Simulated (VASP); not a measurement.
# FeGe23 (a cell with a defect) in VASP: single point with PBEsol

Aim: the single point of FeGe23 (a cell with a defect) with PBEsol.

Program: VASP 6.6.1. These are calculated values, not measurements. Logs are shortened: lines on timing, memory, paths and dates and some standing lists are left out, and cuts for length are marked.

### 1 The cell of the first run

The cell holds a defect, 24 atoms: a = 12.001 Å, b = 8.001 Å, c = 8.001 Å, α = 60.00°, β = 60.00°, γ = 60.00°.

### 2 Single point, PBEsol, collinear spin, ferromagnetic start

Contents of INCAR:

```
PREC = Accurate
ENCUT = 350
EDIFF = 1E-5
ISMEAR = 0
SIGMA = 0.03
LREAL = Auto
LASPH = T
NELM = 120
ALGO = Normal
ISIF = 2
LWAVE = F
LCHARG = F
ISPIN = 2
MAGMOM = 4 0 0 0 0 0 0 0 0 0 0 0 0 0 0 0 0 0 0 0 0 0 0 0
LORBIT = 11
NUPDOWN = 4
LMAXMIX = 4
GGA = PS
NBANDS = 187
ISYM = 0
KPAR = 2
```

Contents of KPOINTS:

```
regular mesh
0
Gamma
  2 2 2
```

Contents of POSCAR:

```
FeGe23                                  
1.0
    0.0000000000      8.4863100000      8.4863100000
    5.6575400000      0.0000000000      5.6575400000
    5.6575400000      5.6575400000      0.0000000000
  Fe              Ge            
     1    23
Direct
     0.0006749096371668    0.9985583130437391    0.9987569310150324
     0.0000436866515569    0.0001601418294640    0.5007389849664717
     0.9995335959595906    0.4995831589831696    0.0012663209634163
     0.0004422889639222    0.4988302787066791    0.4984851145480858
     0.3307895818850873    0.0033081762838480    0.0006612186453900
     0.3329989092059434    0.0033864306124324    0.4960220761132703
     0.3326301538573361    0.4987025395965899    0.0010925977486590
     0.3315470440243607    0.5029894060247093    0.5004578535375875
     0.6693430074616202    0.0017451478622986    0.9999779218083186
     0.6644675814475794    0.0043266845286774    0.4983380543443714
     0.6643076045950453    0.5006594393932160    0.0019581771629977
     0.6669134298052476    0.5015461259716050    0.5001964740506331
     0.0818695873369280    0.1242585305653107    0.1254905399648559
     0.0840852205492577    0.1234461073283036    0.6288500161809839
     0.0837548214336224    0.6286971921390113    0.1231866327149172
     0.0815523186206613    0.6251377864738843    0.6262236261643410
     0.4208849069842643    0.1236919764678606    0.1209729252729608
     0.4150822180246120    0.1271713958539016    0.6253724160177208
     0.4149088334724231    0.6281218417789076    0.1244929970657300
     0.4169306158043536    0.6269967912209023    0.6247265997738921
     0.7548920972697186    0.1261319609909688    0.1236605018475015
     0.7502097275922744    0.1256545273174644    0.6248713732377154
     0.7496474195378510    0.6265961129301780    0.1244075381944324
     0.7500364398795842    0.6278229340968877    0.6255141086607110
```

Potentials or basis: VASP PAW PBE potentials, release 64 (Fe, Ge_d).

On the command line:

```
$ cat potpaw_PBE.64/Fe/POTCAR potpaw_PBE.64/Ge_d/POTCAR > POTCAR
$ mpirun -np 4 vasp_std > vasp.out
```

OUTCAR:

```text
PREC = Accurate
   ENCUT = 350
   EDIFF = 1E-5
   ISMEAR = 0
   LREAL = Auto
   LASPH = T
   NELM = 120
   ISIF = 2
   ISPIN = 2
   LORBIT = 11
   NUPDOWN = 4
   GGA = PS
   ISYM = 0

 ion  position               nearest neighbor table
   1  0.001  0.999  0.999-  21 2.41  15 2.42  14 2.42  13 2.44
   2  0.000  0.000  0.501-  22 2.45  16 2.45  13 2.45  14 2.47
   3  1.000  0.500  0.001-  23 2.45  16 2.45  13 2.45  15 2.47
   4  0.000  0.499  0.498-  15 2.45  14 2.45  24 2.45  16 2.45
   5  0.331  0.003  0.001-  13 2.44  19 2.45  18 2.45  17 2.46
   6  0.333  0.003  0.496-  14 2.44  17 2.45  18 2.46  20 2.46
[... 16 lines left out ...]
  23  0.750  0.627  0.124-   3 2.45   9 2.45  12 2.45  11 2.46
  24  0.750  0.628  0.626-   4 2.45  12 2.46  11 2.46  10 2.46

IMPORTANT INFORMATION: All symmetrisations will be switched off!
NOSYMM: (Re-)initialisation of all symmetry stuff for point group C_1.

----------------------------------------------------------------------------------------

                                     Primitive cell

  volume of cell :     543.2555

  direct lattice vectors                    reciprocal lattice vectors
     0.000000000  8.486310000  8.486310000    -0.058918423  0.058918423  0.058918423
     5.657540000  0.000000000  5.657540000     0.088377634 -0.088377634  0.088377634
     5.657540000  5.657540000  0.000000000     0.088377634  0.088377634 -0.088377634

  length of vectors
    12.001454697  8.000969798  8.000969798     0.102049702  0.153074553  0.153074553

  position of ions in fractional coordinates (direct lattice)
     0.000674910  0.998558313  0.998756931
     0.000043687  0.000160142  0.500738985
     0.999533596  0.499583159  0.001266321
     0.000442289  0.498830279  0.498485115
     0.330789582  0.003308176  0.000661219
     0.332998909  0.003386431  0.496022076
[... 16 lines left out ...]
     0.749647420  0.626596113  0.124407538
     0.750036440  0.627822934  0.625514109

  ion indices of the primitive-cell ions
   primitive index   ion index
                 1           1
                 2           2
                 3           3
                 4           4
                 5           5
                 6           6
[... 16 lines left out ...]
                23          23
                24          24

----------------------------------------------------------------------------------------

 KPOINTS: regular mesh

Automatic generation of k-mesh.
 Grid dimensions read from file:
 generate k-points for:    2    2    2

 Generating k-lattice:

  Cartesian coordinates                     Fractional coordinates (reciprocal lattice)
    -0.029459211  0.029459211  0.029459211     0.500000000  0.000000000  0.000000000
     0.044188817 -0.044188817  0.044188817     0.000000000  0.500000000  0.000000000
     0.044188817  0.044188817 -0.044188817     0.000000000  0.000000000  0.500000000

  Length of vectors
     0.051024851  0.076537276  0.076537276

  Shift w.r.t. Gamma in fractional coordinates (k-lattice)
     0.000000000  0.000000000  0.000000000

 Subroutine IBZKPT returns following result:
 ===========================================

 Found      8 irreducible k-points:

 Following reciprocal coordinates:
            Coordinates               Weight
  0.000000  0.000000  0.000000      1.000000
  0.500000  0.000000  0.000000      1.000000
  0.000000  0.500000  0.000000      1.000000
  0.000000  0.000000  0.500000      1.000000
  0.500000  0.000000  0.500000      1.000000
  0.500000  0.500000  0.000000      1.000000
  0.000000  0.500000  0.500000      1.000000
  0.500000  0.500000  0.500000      1.000000
   k-points           NKPTS =      8   k-points in BZ     NKDIM =      8   number of bands    NBANDS=    188
   number of dos      NEDOS =    301   number of ions     NIONS =     24
   total plane-waves  NPLWV = 200000
   dimension x,y,z NGX =    80 NGY =   50 NGZ =   50
   dimension x,y,z NGXF=   160 NGYF=  100 NGZF=  100
   ions per type =               1  23
   NGX,Y,Z   is equivalent  to a cutoff of  11.08, 10.39, 10.39 a.u.
   NGXF,Y,Z  is equivalent  to a cutoff of  22.16, 20.78, 20.78 a.u.
 SYSTEM =  unknown system
   PREC   = accura    normal or accurate (medium, high low for compatibility)
   ISTART =      0    job   : 0-new  1-cont  2-samecut
   ICHARG =      2    charge: 1-file 2-atom 10-const
   ISPIN  =      2    spin polarized calculation?
   LNONCOLLINEAR =      F non collinear calculations
   LSORBIT =      F    spin-orbit coupling
   LASPH  =      T    aspherical Exc in radial PAW
   ENCUT  =  350.0 eV  25.72 Ry    5.07 a.u.  18.31 12.20 12.20*2*pi/ulx,y,z
   NELM   =    120;   NELMIN=  2; NELMDL= -5     # of ELM steps
   EDIFF  = 0.1E-04   stopping-criterion for ELM
   LREAL  =      T    real-space projection
   EDIFFG = 0.1E-03   stopping-criterion for IOM
   NSW    =      0    number of steps for IOM
   IBRION =     -1    ionic relax: 0-MD 1-quasi-New 2-CG
   NFREE  =      0    steps in history (QN), initial steepest desc. (CG)
   ISIF   =      2    stress and relaxation
   ISYM   =      0    0-nonsym 1-usesym 2-fastsym
   POTIM  = 0.5000    time-step for ionic-motion
   TEBEG  =    0.0;   TEEND  =   0.0 temperature during run
   PSTRESS=    0.0 pullay stress
   NELECT =     330.0000    total number of electrons
   NUPDOWN=       4.0000    fix difference up-down
   EMIN   =  10.00;   EMAX   =-10.00  energy-range for DOS
   EFERMI =   0.00;   METHOD = LEGACY
   ISMEAR =     0;   SIGMA  =   0.03  broadening in eV -4-tet -1-fermi 0-gaus
   EFERMI_NEDOS =   21; number of points for ismear=-14 and -15
   IALGO  =     38    algorithm
   IMIX   =      4    mixing-type and parameters
     AMIX     =   0.40;   BMIX     =  1.00
     AMIX_MAG =   1.60;   BMIX_MAG =  1.00
  volume/ion in A,a.u.               =      22.64       152.75
  Fermi-wavevector in a.u.,A,eV,Ry     =   1.386473  2.620054 26.154581  1.922307
  Thomas-Fermi vector in A             =   2.510785
   LORBIT       =     11    0 simple, 1 ext, 2 COOP (PROOUT), +10 PAW based schemes
   GGA     = PS    functional components
   LHFCALC =     F    Hartree Fock is set to
   AEXX    =    0.0000 exact exchange contribution
   IVDW    =     0    specifies the selected vdW correction
   LEPSILON=     F    determine dielectric tensor
   LRPA    =     F    only Hartree local field effects (RPA)
 spin polarized calculation
 Gauss-broadening in eV      SIGMA  =   0.03
  energy-cutoff  :      350.00
  volume of cell :      543.26
 maximum number of plane-waves:      8100
 NGX is ok and might be reduce to    80
   NGX = 37   NGY = 25   NGZ = 25

 number of electron     330.0000025 magnetization       4.0000001

 Free energy of the ion-electron system (eV)
  ---------------------------------------------------
  ext. energy  EPLUGINS =         0.00000000
  ---------------------------------------------------
  free energy    TOTEN  =      -118.93386723 eV

  energy without entropy =     -118.93009111  energy(sigma->0) =     -118.93197917

 E-fermi :   4.2909     XC(G=0): -10.1049

 val. band max:        4.8104871101   @ k =   0.5000   0.5000   0.0000
 cond. band min:       4.3155116335   @ k =   0.0000   0.0000   0.0000
 fundamental gap:     -0.4949754766
 Fermi energy:         4.8107310992

 spin component 1

 k-point     1 :       0.0000    0.0000    0.0000
  band No.  band energies     occupation
      1     -20.1207      1.00000
      2     -20.1102      1.00000
      3     -20.1053      1.00000
      4     -20.1039      1.00000
      5     -20.1002      1.00000
      6     -20.0988      1.00000
[... 1429 lines left out ...]
    176       6.8956      0.00000
    177       6.9078      0.00000
 Fermi energy:         4.2908815948

 spin component 2

 k-point     1 :       0.0000    0.0000    0.0000
  band No.  band energies     occupation
      1     -20.1121      1.00000
      2     -20.1037      1.00000
      3     -20.0987      1.00000
      4     -20.0964      1.00000
      5     -20.0925      1.00000
      6     -20.0912      1.00000
[... 1429 lines left out ...]
    176       7.0118      0.00000
    177       7.0644      0.00000
 [bands above 177 left out]

------------------------ aborting loop because EDIFF is reached ----------------------------------------

  FORCE on cell =-STRESS in cart. coord.  units (eV):
  Direction    XX          YY          ZZ          XY          YZ          ZX
  --------------------------------------------------------------------------------------
  -------------------------------------------------------------------------------------
  Total        0.9494080      0.8771514      0.8745636     -0.0803642     -0.7510283     -0.0750100
  in kB        2.8000084      2.5869080      2.5792760     -0.2370112     -2.2149438     -0.2212205
  external PRESSURE =       2.6553974 kB  Pullay stress =       0.0000000 kB

 VOLUME and BASIS-vectors are now :
 -----------------------------------------------------------------------------
  energy-cutoff  :      350.00
  volume of cell :      543.26
      direct lattice vectors                 reciprocal lattice vectors
     0.000000000  8.486310000  8.486310000    -0.058918423  0.058918423  0.058918423
     5.657540000  0.000000000  5.657540000     0.088377634 -0.088377634  0.088377634
     5.657540000  5.657540000  0.000000000     0.088377634  0.088377634 -0.088377634

 POSITION                                       TOTAL-FORCE (eV/Angst)
 -----------------------------------------------------------------------------------
     11.29989      5.65623      5.65511         0.167164     -0.035995     -0.027079
      2.83386      2.83332      0.00128         0.020189      0.036808     -0.043739
      2.83358      8.48952     11.30876         0.016744     -0.049430      0.047253
      5.64235      2.82395      2.82591         0.111565      0.019779      0.018435
      0.02246      2.81092      2.82590         0.003902      0.039673      0.035752
      2.82542      5.63220      2.84509        -0.007361      0.036715      0.003818
[... 16 lines left out ...]
      4.24883      7.06558      9.90673        -0.010187      0.034550     -0.014434
      7.09080      9.90391      9.91698        -0.028495     -0.007822     -0.012124
 -----------------------------------------------------------------------------------
    total drift:                                0.000105     -0.006847      0.000751

  FREE ENERGIE OF THE ION-ELECTRON SYSTEM (eV)
  ---------------------------------------------------
  free  energy   TOTEN  =      -118.9338672300 eV

  energy  without entropy=     -118.9300911051  energy(sigma->0) =     -118.93197917

 total charge

# of ion       s       p       d       tot
------------------------------------------
    1        0.463   0.379   6.128   6.970
    2        1.131   1.244  10.022  12.396
    3        1.131   1.244  10.022  12.396
    4        1.133   1.245  10.022  12.399
    5        1.127   1.261  10.021  12.409
    6        1.125   1.260  10.021  12.406
[... 16 lines left out ...]
   23        1.122   1.263  10.021  12.406
   24        1.126   1.257  10.020  12.402
--------------------------------------------------
tot         26.427  29.245 236.605 292.277

 magnetization (x)

# of ion       s       p       d       tot
------------------------------------------
    1        0.028   0.077   2.734   2.839
    2        0.005   0.016   0.001   0.022
    3        0.005   0.016   0.001   0.022
    4        0.009   0.017   0.001   0.026
    5        0.007   0.037   0.002   0.046
    6        0.008   0.027   0.002   0.037
[... 16 lines left out ...]
   23        0.005   0.019   0.001   0.024
   24        0.010   0.018   0.001   0.029
--------------------------------------------------
tot          0.177   0.425   2.799   3.401
```

Wall time 8.3 min (4 MPI ranks of Intel Xeon 6975P-C (Granite Rapids), shared host); peak memory 0.59 GiB.

Results:

| Property | Result |
| --- | --- |
| Free energy | -118.9339 eV |
| Largest force | 0.586 eV/Å |
| Net moment | 4.00 μB per cell |
| Site moments | Fe +2.84; Ge +0.02, +0.03, +0.05, +0.04, -0.01, +0.01 (each value once) μB |
| Valence electrons inside the program's atomic spheres | Fe 6.97; Ge 12.40, 12.41, 12.39, 12.42 (each value once) |

Forces on the atoms (eV/Å):
```
Fe   0.167 -0.036 -0.027
Ge   0.020  0.037 -0.044
Ge   0.017 -0.049  0.047
Ge   0.112  0.020  0.018
Ge   0.004  0.040  0.036
Ge  -0.007  0.037  0.004
Ge  -0.012  0.010  0.035
Ge   0.025 -0.021 -0.027
Ge   0.002 -0.048 -0.050
Ge   0.057  0.047 -0.064
Ge   0.062 -0.067  0.038
Ge   0.022 -0.018 -0.017
Ge  -0.380 -0.321 -0.310
Ge   0.186  0.314 -0.287
Ge   0.191 -0.285  0.318
Ge  -0.021  0.013  0.028
Ge   0.007 -0.015 -0.022
Ge  -0.021 -0.015  0.010
Ge  -0.019  0.015 -0.019
Ge  -0.035  0.016  0.016
Ge  -0.335  0.324  0.315
Ge  -0.004 -0.022  0.028
Ge  -0.010  0.035 -0.014
Ge  -0.028 -0.008 -0.012
```

Caveat: the k points lie up to 0.48 Å⁻¹ apart; the cutoff is under 1.25 times the usual one of these potentials, so pressure, stress and relaxed cells hold a basis-set (Pulay) error; the PAW data sets were made with another functional, which shifts forces and pressure a little; the total moment is fixed, so each spin has its own Fermi level.
